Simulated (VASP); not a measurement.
Set up this calculation in VASP 6.6.1, as the native input.

- Task: relaxation of cell and atoms
- Functional: PBE
- Potentials or basis: VASP PAW PBE potentials, release 64 (Sr_sv, Cl)
- Cutoff: 600 eV
- k mesh: 6 × 6 × 6
- Occupations: fermi-dirac, width 0.02 eV
- Spin: no spin polarisation
- Dipole correction: no
- Further INCAR settings: ALGO = Normal; EDIFF = 1e-06; IBRION = 2; EDIFFG = -0.005; NSW = 80; ISIF = 3

The structure of SrCl2 lies in POSCAR:

```
SrCl2
1.0
    0.0000000000      3.4997473228      3.4997473228
    3.4997473228      0.0000000000      3.4997473228
    3.4997473228      3.4997473228      0.0000000000
Sr Cl
1 2
Direct
    0.0000000000      0.0000000000      0.0000000000
    0.7500000000      0.7500000000      0.7500000000
    0.2500000000      0.2500000000      0.2500000000
```

One way to write it, as run:

INCAR

```
SYSTEM = SrCl2
  ALGO = Normal
  EDIFF = 1E-6
  EDIFFG = -0.005
  ENCUT = 600
  GGA = PE
  IBRION = 2
  ISIF = 3
  ISMEAR = -1
  LASPH = .TRUE.
  LCHARG = .FALSE.
  LREAL = .FALSE.
  LWAVE = .FALSE.
  NELM = 80
  NSW = 80
  PREC = Accurate
  SIGMA = 0.02
```

KPOINTS

```
k-points
0
G
  6 6 6
  0 0 0
```

Potentials or basis: VASP PAW PBE potentials, release 64 (Sr_sv, Cl).

Command:

```sh
$ cat potpaw_PBE.64/Sr_sv/POTCAR potpaw_PBE.64/Cl/POTCAR > POTCAR
$ mpirun -np 1 vasp_std > vasp.out
```

It gave:

```yaml
Relaxed_volume: 29.18 Å³/atom
Relaxed_cell: a = 4.984 Å, b = 4.984 Å, c = 4.984 Å, α = 60.00°, β = 60.00°, γ = 60.00°
Space_group_after_relaxing_to_0.05_Å: Fm-3m (No. 225)
Energy_gained_by_relaxing: 1.4 meV/atom
Ionic_steps: 3
Pressure_after_relaxing: 0.0 GPa
Band_gap_on_the_k_mesh: 5.22 eV, indirect (least direct gap 5.52 eV)
```

Wall time 66 s on 1 thread of Intel(R) Xeon(R) Platinum 8259CL CPU @ 2.50GHz (Skylake/Cascade Lake), on a shared host, peak memory 0.24 GiB.
